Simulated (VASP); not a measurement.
Runs of VASP 6.6.1 on P. The structure is that of space group P6_3/mmc (No. 194), or close to it. The cells are those of the table. This isn't the form of P at room conditions, which is orthorhombic.

| task | cell | gap on the mesh (eV) | pressure (GPa) |
| --- | --- | --- | --- |
| single point | a = 2.750, b = 2.750, c = 4.663 Å, angles 90.0, 90.0, 120.0°, 2 atoms | none | -4.2 |
| single point | a = 2.683, b = 2.683, c = 4.549 Å, angles 90.0, 90.0, 120.0°, 2 atoms | none | 2.2 |
| electric field gradients | a = 2.683, b = 2.683, c = 4.549 Å, angles 90.0, 90.0, 120.0°, 2 atoms | none | 2.2 |
| electric field gradients | a = 2.705, b = 2.705, c = 4.588 Å, angles 90.0, 90.0, 120.0°, 2 atoms | none | (a) |
| single point | a = 2.660, b = 2.660, c = 4.510 Å, angles 90.0, 90.0, 120.0°, 2 atoms | none | 5.0 |
| electric field gradients | a = 2.728, b = 2.728, c = 4.626 Å, angles 90.0, 90.0, 120.0°, 2 atoms | none | -2.3 |
| electric field gradients | a = 2.660, b = 2.660, c = 4.510 Å, angles 90.0, 90.0, 120.0°, 2 atoms | none | 5.0 |
| electric field gradients | a = 2.750, b = 2.750, c = 4.663 Å, angles 90.0, 90.0, 120.0°, 2 atoms | none | -4.2 |

Alike in all rows: level PBE; potentials or basis VASP PAW PBE potentials, release 64 (P); no spin polarisation; k mesh 15 × 15 × 8; cutoff (eV) 520; smearing fermi-dirac 0.05 eV.

Question: Fill in the values left out.

Answer: (a) -0.2.

Caveats: the cell stands under tension (at least some runs); the cell stands under pressure (at least some runs).

A gap of «none» marks levels without a gap at the run's occupations.
